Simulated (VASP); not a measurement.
Here is a VASP 6.6.1 calculation.

File INCAR:

```
SYSTEM = Mo
  ALGO = Normal
  EDIFF = 1E-7
  ENCUT = 520
  GGA = PS
  ISIF = 2
  ISMEAR = 0
  LASPH = .TRUE.
  LCHARG = .FALSE.
  LREAL = .FALSE.
  LWAVE = .FALSE.
  NBANDS = 13
  NELM = 60
  PREC = Accurate
  SIGMA = 0.15
```

KPOINTS

```
k-points
0
G
  22 22 22
  0 0 0
```

The input POSCAR:

```
Mo
1.0
   -1.5710000000      1.5710000000      1.5710000000
    1.5710000000     -1.5710000000      1.5710000000
    1.5710000000      1.5710000000     -1.5710000000
Mo
1
Direct
    0.0000000000      0.0000000000      0.0000000000
```

Potentials or basis: VASP PAW PBE potentials, release 64 (Mo_sv).

Command:

```bash
$ cat potpaw_PBE.64/Mo_sv/POTCAR > POTCAR
$ mpirun -np 1 vasp_std > vasp.out
```

Question: What does it give for the pressure?

Answer: -2.7 GPa.

Question: What does it give for the band gap on the k mesh?

Answer: Zero (band 7 reaches 16.65 eV, above the bottom of band 8 at 11.21 eV).

Caveat: the PAW data sets were made with another functional, which shifts forces and pressure a little.
